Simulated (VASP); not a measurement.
# Hf in VASP: notebook

Hf is run at these levels: LDA; tasks: single point.

Program: VASP 6.6.1. These are calculated values, not measurements. Logs are shortened: lines on timing, memory, paths and dates and some standing lists are left out, and cuts for length are marked.

## 1. The cell of the first run

The cell holds a slab with vacuum, 6 atoms: a = 3.119 Å, b = 4.942 Å, c = 22.303 Å, α = 90.00°, β = 90.00°, γ = 90.00°.

## 2. Single point, LDA

Contents of INCAR:

```
PREC     = Accurate       # precision mode
ENCUT    = 520            # plane-wave cutoff, eV
EDIFF    = 1E-7           # SCF threshold, eV
ISMEAR   = -1             # smearing method
SIGMA    = 0.05           # smearing width, eV
LREAL    = F              # projectors in reciprocal space
LASPH    = T              # aspherical terms in the spheres
NELM     = 80             # most SCF steps
ALGO     = Normal         # electronic algorithm
ISIF     = 2              # what is computed and relaxed
LWAVE    = F              # write WAVECAR
LCHARG   = F              # write CHGCAR
LDIPOL   = T            
IDIPOL   = 3            
DIPOL    = 0.5 0.5 0.500
NBANDS   = 39             # bands
```

Contents of KPOINTS:

```
Automatic mesh
0
Gamma
  12 8 1
```

Contents of POSCAR:

```
Hf
1.0
    3.1190139511      0.0000000000      0.0000000000
    0.0000000000      4.9418267784      0.0000000000
    0.0000000000      0.0000000000     22.3027000000
Hf
6
Direct
    0.7500000000      0.7500000000      0.3587015829
    0.2500000000      0.2500000000      0.3990725595
    0.2500000000      0.7500000000      0.4798145117
    0.7500000000      0.2500000000      0.5201854883
    0.7500000000      0.7500000000      0.6009274405
    0.2500000000      0.2500000000      0.6412984171
```

Potentials or basis: VASP PAW LDA potentials, release 64 (Hf_pv).

Run with:

```console
$ cat potpaw_LDA.64/Hf_pv/POTCAR > POTCAR
$ mpirun -np 1 vasp_std > vasp.out
```

OUTCAR:

```text
PREC = Accurate
   ENCUT = 520
   EDIFF = 1E-7
   ISMEAR = -1
   LREAL = F
   LASPH = T
   NELM = 80
   ISIF = 2

 ion  position               nearest neighbor table
   1  0.750  0.750  0.359-   2 3.06   2 3.06   2 3.06   2 3.06   3 3.12   3 3.12
   2  0.250  0.250  0.399-   3 3.06   3 3.06   1 3.06   1 3.06   1 3.06   1 3.06   4 3.12   4 3.12

   3  0.250  0.750  0.480-   2 3.06   2 3.06   4 3.06   4 3.06   4 3.06   4 3.06   1 3.12   1 3.12
                             5 3.12   5 3.12
   4  0.750  0.250  0.520-   5 3.06   5 3.06   3 3.06   3 3.06   3 3.06   3 3.06   2 3.12   2 3.12
                             6 3.12   6 3.12
   5  0.750  0.750  0.601-   4 3.06   4 3.06   6 3.06   6 3.06   6 3.06   6 3.06   3 3.12   3 3.12

   6  0.250  0.250  0.641-   5 3.06   5 3.06   5 3.06   5 3.06   4 3.12   4 3.12

  LATTYP: Found a simple orthorhombic cell.
 ALAT       =     3.1190139511
 B/A-ratio  =     1.5844195813
 C/A-ratio  =     7.1505611548

  Lattice vectors:

 A1 = (   3.1190139511,   0.0000000000,   0.0000000000)
 A2 = (   0.0000000000,   4.9418267784,   0.0000000000)
 A3 = (   0.0000000000,   0.0000000000,  22.3027000000)

Analysis of symmetry for initial positions (statically):
=====================================================================
 Subroutine PRICEL returns:
 Original cell was already a primitive cell.

 Routine SETGRP: Setting up the symmetry group for a
 simple orthorhombic supercell.

 Subroutine GETGRP returns: Found  8 space group operations
 (whereof  2 operations were pure point group operations)
 out of a pool of  8 trial point group operations.

The static configuration has the point symmetry S_2 .
 The point group associated with its full space group is D_2h.

Analysis of symmetry for dynamics (positions and initial velocities):
=====================================================================
 Subroutine PRICEL returns:
 Original cell was already a primitive cell.

 Routine SETGRP: Setting up the symmetry group for a
 simple orthorhombic supercell.

 Subroutine GETGRP returns: Found  8 space group operations
 (whereof  2 operations were pure point group operations)
 out of a pool of  8 trial point group operations.

The dynamic configuration has the point symmetry S_2 .
 The point group associated with its full space group is D_2h.

 Subroutine INISYM returns: Found  8 space group operations
 (whereof  2 operations are pure point group operations),
 and found     1 'primitive' translations

----------------------------------------------------------------------------------------
[... 111 lines left out ...]
   PSTRESS=    0.0 pullay stress
   NELECT =      60.0000    total number of electrons
   NUPDOWN=      -1.0000    fix difference up-down
   EMIN   =  10.00;   EMAX   =-10.00  energy-range for DOS
   EFERMI =   0.00;   METHOD = LEGACY
   ISMEAR =    -1;   SIGMA  =   0.05  broadening in eV -4-tet -1-fermi 0-gaus
   EFERMI_NEDOS =   21; number of points for ismear=-14 and -15
   IALGO  =     38    algorithm
   IMIX   =      4    mixing-type and parameters
     AMIX     =   0.40;   BMIX     =  1.00
     AMIX_MAG =   1.60;   BMIX_MAG =  1.00
  volume/ion in A,a.u.               =      57.29       386.64
  Fermi-wavevector in a.u.,A,eV,Ry     =   0.914895  1.728900 11.388518  0.837032
  Thomas-Fermi vector in A             =   2.039574
   LORBIT       =      0    0 simple, 1 ext, 2 COOP (PROOUT), +10 PAW based schemes
   GGA     = CA    functional components
   LHFCALC =     F    Hartree Fock is set to
   AEXX    =    0.0000 exact exchange contribution
   IVDW    =     0    specifies the selected vdW correction
   LEPSILON=     F    determine dielectric tensor
   LRPA    =     F    only Hartree local field effects (RPA)
 non-spin polarized calculation
  energy-cutoff  :      520.00
  volume of cell :      343.77
 maximum number of plane-waves:      9294
 NGX is ok and might be reduce to    24
   NGX = 11   NGY = 19   NGZ = 83

 number of electron      60.0000001 magnetization

 dipolmoment           0.000000      0.000000     -0.000000 electrons x Angstroem

 Free energy of the ion-electron system (eV)
  ---------------------------------------------------
  ext. energy  EPLUGINS =         0.00000000
  ---------------------------------------------------
  free energy    TOTEN  =       -60.14721832 eV

  energy without entropy =      -60.08348062  energy(sigma->0) =      -60.11534947

 E-fermi :  -0.5201     XC(G=0):  -5.3207

 val. band max:       -0.5318166258   @ k =   0.2500   0.5000   0.0000
 cond. band min:      -0.5048968718   @ k =   0.0833   0.1250   0.0000
 fundamental gap:      0.0269197541
 Fermi energy:        -0.5200767794

 k-point     1 :       0.0000    0.0000    0.0000
  band No.  band energies     occupation
      1     -31.5271      2.00000
      2     -31.4935      2.00000
      3     -31.4799      2.00000
      4     -31.4752      2.00000
      5     -31.2214      2.00000
      6     -31.0296      2.00000
[... 997 lines left out ...]
     38       0.6685      0.00000
     39       1.1219      0.00000

 [... further k-points ...]

------------------------ aborting loop because EDIFF is reached ----------------------------------------

 vacuum level on the upper side and lower side of the slab       (xc-potential included)        -0.197        -0.197

  FORCE on cell =-STRESS in cart. coord.  units (eV):
  Direction    XX          YY          ZZ          XY          YZ          ZX
  --------------------------------------------------------------------------------------
  -------------------------------------------------------------------------------------
  Total       -6.3096227     -3.9447384     -3.8634005      0.0000000      0.0000000      0.0000000
  in kB      -29.4070657    -18.3851217    -18.0060326      0.0000000      0.0000000      0.0000000
  external PRESSURE =     -21.9327400 kB  Pullay stress =       0.0000000 kB

 VOLUME and BASIS-vectors are now :
 -----------------------------------------------------------------------------
  energy-cutoff  :      520.00
  volume of cell :      343.77
      direct lattice vectors                 reciprocal lattice vectors
     3.119013951  0.000000000  0.000000000     0.320614148  0.000000000  0.000000000
     0.000000000  4.941826778  0.000000000     0.000000000  0.202354321  0.000000000
     0.000000000  0.000000000 22.302700000     0.000000000  0.000000000  0.044837621

 POSITION                                       TOTAL-FORCE (eV/Angst)
 -----------------------------------------------------------------------------------
      2.33926      3.70637      8.00001         0.000000     -0.000000      0.577423
      0.77975      1.23546      8.90040         0.000000      0.000000      0.130083
      0.77975      3.70637     10.70116         0.000000      0.000000     -0.421111
      2.33926      1.23546     11.60154         0.000000     -0.000000      0.421111
      2.33926      3.70637     13.40230         0.000000      0.000000     -0.130083
      0.77975      1.23546     14.30269         0.000000     -0.000000     -0.577423
 -----------------------------------------------------------------------------------
    total drift:                                0.000000      0.000000      0.000000

  FREE ENERGIE OF THE ION-ELECTRON SYSTEM (eV)
  ---------------------------------------------------
  free  energy   TOTEN  =       -60.1472183230 eV

  energy  without entropy=      -60.0834806203  energy(sigma->0) =      -60.11534947

 vacuum level on the upper side and lower side of the slab         3.363         3.363
```

OSZICAR:

```text
N       E                     dE             d eps       ncg     rms          rms(c)
DAV:   1     0.221008700014E+03    0.22101E+03   -0.33231E+04  3810   0.128E+03
DAV:   2    -0.480034989931E+02   -0.26901E+03   -0.26064E+03  3416   0.291E+02
DAV:   3    -0.641437172016E+02   -0.16140E+02   -0.15254E+02  3368   0.506E+01
[... 22 lines left out ...]
DAV:  26    -0.601472091627E+02   -0.10733E-04   -0.83809E-07  2742   0.395E-03    0.911E-03
DAV:  27    -0.601472145884E+02   -0.54257E-05   -0.37702E-07  2179   0.193E-03    0.119E-02
DAV:  28    -0.601472156178E+02   -0.10294E-05   -0.32567E-08  2139   0.831E-04    0.101E-02
DAV:  29    -0.601472182378E+02   -0.26200E-05   -0.11512E-07  2018   0.180E-03    0.368E-03
DAV:  30    -0.601472183230E+02   -0.85182E-07   -0.18683E-08  1757   0.676E-04
   1 F= -.60147218E+02 E0= -.60115349E+02  d E =-.637377E-01
```

stdout:

```text
POSCAR found type information on POSCAR Hf
 POSCAR found :  1 types and       6 ions
 scaLAPACK will be used
 LDA part: xc-table for (Slater(with rela. corr.)+CA(PZ))
 , standard interpolation
 POSCAR, INCAR and KPOINTS ok, starting setup
 FFT: planning ... GRIDC
 FFT: planning ... GRID_SOFT
 FFT: planning ... GRID
 WAVECAR not read
 entering main loop
```

It took 8.5 min on 1 thread of Intel Xeon 6975P-C (Granite Rapids), shared host; peak memory 0.52 GiB.

What came out:

- Free energy: -60.1472 eV
- Largest force: 0.577 eV/Å
- Band gap on the k mesh: zero (bands 30 and 31 overlap by 0.43 eV)

Forces in eV/Å, atoms in the order of the input:
```
Hf   0.000  0.000  0.577
Hf   0.000  0.000  0.130
Hf   0.000  0.000 -0.421
Hf   0.000  0.000  0.421
Hf   0.000  0.000 -0.130
Hf   0.000  0.000 -0.577
```

Caveat: spin-orbit coupling is left out, which moves the levels of the heavy elements.

## 3. Single point, LDA

Contents of INCAR:

```
PREC = Accurate ; ENCUT = 520
EDIFF = 1E-6 ; ISMEAR = -1
SIGMA = 0.05 ; LREAL = F
LASPH = T ; NELM = 80
ALGO = Normal ; ISIF = 2
LWAVE = F ; LCHARG = T
LDIPOL = T ; IDIPOL = 3
DIPOL = 0.5 0.5 0.500 ; GGA = CA
LELF = T ; LVHAR = T
LVACPOTAV = T ; NBANDS = 39
```

Contents of KPOINTS:

```
regular mesh
0
Gamma
  12 8 1
```

POSCAR is that of step 2.

Potentials or basis: VASP PAW LDA potentials, release 64 (Hf_pv).

Run with:

```console
$ cat potpaw_LDA.64/Hf_pv/POTCAR > POTCAR
$ mpirun -np 1 vasp_std > vasp.out
```

OUTCAR:

```text
PREC = Accurate
   ENCUT = 520
   EDIFF = 1E-6
   ISMEAR = -1
   LREAL = F
   LASPH = T
   NELM = 80
   ISIF = 2
   GGA = CA

 ion  position               nearest neighbor table
   1  0.750  0.750  0.359-   2 3.06   2 3.06   2 3.06   2 3.06   3 3.12   3 3.12
   2  0.250  0.250  0.399-   3 3.06   3 3.06   1 3.06   1 3.06   1 3.06   1 3.06   4 3.12   4 3.12

   3  0.250  0.750  0.480-   2 3.06   2 3.06   4 3.06   4 3.06   4 3.06   4 3.06   1 3.12   1 3.12
                             5 3.12   5 3.12
   4  0.750  0.250  0.520-   5 3.06   5 3.06   3 3.06   3 3.06   3 3.06   3 3.06   2 3.12   2 3.12
                             6 3.12   6 3.12
   5  0.750  0.750  0.601-   4 3.06   4 3.06   6 3.06   6 3.06   6 3.06   6 3.06   3 3.12   3 3.12

   6  0.250  0.250  0.641-   5 3.06   5 3.06   5 3.06   5 3.06   4 3.12   4 3.12

  LATTYP: Found a simple orthorhombic cell.
 ALAT       =     3.1190139511
 B/A-ratio  =     1.5844195813
 C/A-ratio  =     7.1505611548

  Lattice vectors:

 A1 = (   3.1190139511,   0.0000000000,   0.0000000000)
 A2 = (   0.0000000000,   4.9418267784,   0.0000000000)
 A3 = (   0.0000000000,   0.0000000000,  22.3027000000)

[... 193 lines left out ...]
 Fermi energy:        -0.5201748882

 k-point     1 :       0.0000    0.0000    0.0000
  band No.  band energies     occupation
      1     -31.5272      2.00000
      2     -31.4935      2.00000
      3     -31.4800      2.00000
      4     -31.4752      2.00000
      5     -31.2217      2.00000
      6     -31.0297      2.00000
[... 997 lines left out ...]
     38       0.6684      0.00000
     39       1.1298      0.00000

 [... further k-points ...]

------------------------ aborting loop because EDIFF is reached ----------------------------------------

  FORCE on cell =-STRESS in cart. coord.  units (eV):
  Direction    XX          YY          ZZ          XY          YZ          ZX
  --------------------------------------------------------------------------------------
  -------------------------------------------------------------------------------------
  Total       -6.3115807     -3.9458151     -3.8658911     -0.0000000      0.0000000      0.0000000
  in kB      -29.4161913    -18.3901400    -18.0176407     -0.0000000      0.0000000      0.0000000
  external PRESSURE =     -21.9413240 kB  Pullay stress =       0.0000000 kB

 VOLUME and BASIS-vectors are now :
 -----------------------------------------------------------------------------
  energy-cutoff  :      520.00
  volume of cell :      343.77
      direct lattice vectors                 reciprocal lattice vectors
     3.119013951  0.000000000  0.000000000     0.320614148  0.000000000  0.000000000
     0.000000000  4.941826778  0.000000000     0.000000000  0.202354321  0.000000000
     0.000000000  0.000000000 22.302700000     0.000000000  0.000000000  0.044837621

 POSITION                                       TOTAL-FORCE (eV/Angst)
 -----------------------------------------------------------------------------------
      2.33926      3.70637      8.00001         0.000000     -0.000000      0.577399
      0.77975      1.23546      8.90040         0.000000     -0.000000      0.130135
      0.77975      3.70637     10.70116        -0.000000     -0.000000     -0.421063
      2.33926      1.23546     11.60154         0.000000     -0.000000      0.421063
      2.33926      3.70637     13.40230         0.000000     -0.000000     -0.130135
      0.77975      1.23546     14.30269         0.000000      0.000000     -0.577399
 -----------------------------------------------------------------------------------
    total drift:                                0.000000      0.000000      0.000000

  FREE ENERGIE OF THE ION-ELECTRON SYSTEM (eV)
  ---------------------------------------------------
  free  energy   TOTEN  =       -60.1472157806 eV

  energy  without entropy=      -60.0834770928  energy(sigma->0) =      -60.11534644

 vacuum level on the upper side and lower side of the slab         3.525         3.525
```

It took 7.5 min on 1 thread of Intel Xeon 6975P-C (Granite Rapids), shared host; peak memory 0.52 GiB.

Results:

| Item | Value |
| --- | --- |
| Free energy | -60.1472 eV |
| Largest force | 0.577 eV/Å |
| Band gap on the k mesh | zero (bands 30 and 31 overlap by 0.43 eV) |

Forces in eV/Å, atoms in the order of the input:
```
Hf   0.000  0.000  0.577
Hf   0.000  0.000  0.130
Hf   0.000  0.000 -0.421
Hf   0.000  0.000  0.421
Hf   0.000  0.000 -0.130
Hf   0.000  0.000 -0.577
```

Caveat: spin-orbit coupling is left out, which moves the levels of the heavy elements.
